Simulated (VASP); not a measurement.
## ZnS: dielectric tensor with r2SCAN

Crystal: ZnS.

```
Zn S
1.0
     0.11945    2.70577    2.70577
     2.70577    0.11945    2.70577
     2.70577    2.70577    0.11945
Zn S
1 1
Cartesian
  0.0238 0.0238 0.0238
  1.3590 1.3590 1.3590
```

This cell differs from its parent crystal: epitaxial 111 strain -4.0%.

| Item | Value |
| --- | --- |
| Program | VASP 6.6.1 |
| Task | dielectric tensor |
| Functional | r2SCAN |
| Potentials or basis | VASP PAW PBE potentials, release 64 (Zn, S) |
| Cutoff | 520 eV |
| k mesh | 6 × 6 × 6 |
| Occupations | gaussian, width 0.01 eV |
| Spin | no spin polarisation |
| Dipole correction | no |
| Further INCAR settings | ALGO = Normal; EDIFF = 1e-08 |

The band gap on the k mesh is 2.69 eV, the electronic dielectric tensor (diagonal) is 5.40 and the born charges (mean of the diagonal) is Zn +1.93; S -1.93 e.

Levels at points of the mesh, in eV from the valence-band top:
```
           k point  band 7  band 8  band 9  band 10  band 11  band 12
(0.00, 0.00, 0.00)   -0.47    0.00    0.00     2.69     6.25     7.05
(0.50, 0.00, 0.00)   -5.88   -1.40   -1.01     3.57     6.99     7.16
(0.50, 0.50, 0.00)   -5.01   -2.90   -2.40     3.25     4.48    11.78
(0.50, 0.50, 0.50)   -6.05   -0.88   -0.88     4.40     7.65     7.65
```

Electronic dielectric tensor:
```
5.40 0.12 0.12
0.12 5.40 0.12
0.12 0.12 5.40
```

Born effective charge tensors (e):
atom 1, Zn
```
1.93 0.06 0.06
0.06 1.93 0.06
0.06 0.06 1.93
```
atom 2, S
```
-1.93 -0.06 -0.06
-0.06 -1.93 -0.06
-0.06 -0.06 -1.93
```

Dipole moments of the cell (e·Å, modulo the quantum): ionic 8.439, 8.439, 8.439; electronic -0.113, -0.113, -0.104

Run time: 29 min on 1 thread of Intel(R) Xeon(R) Platinum 8259CL CPU @ 2.50GHz (Skylake/Cascade Lake) (shared host), peak memory 0.28 GiB.

Caveat: the cell differs from its parent crystal (epitaxial 111 strain -4.0%).
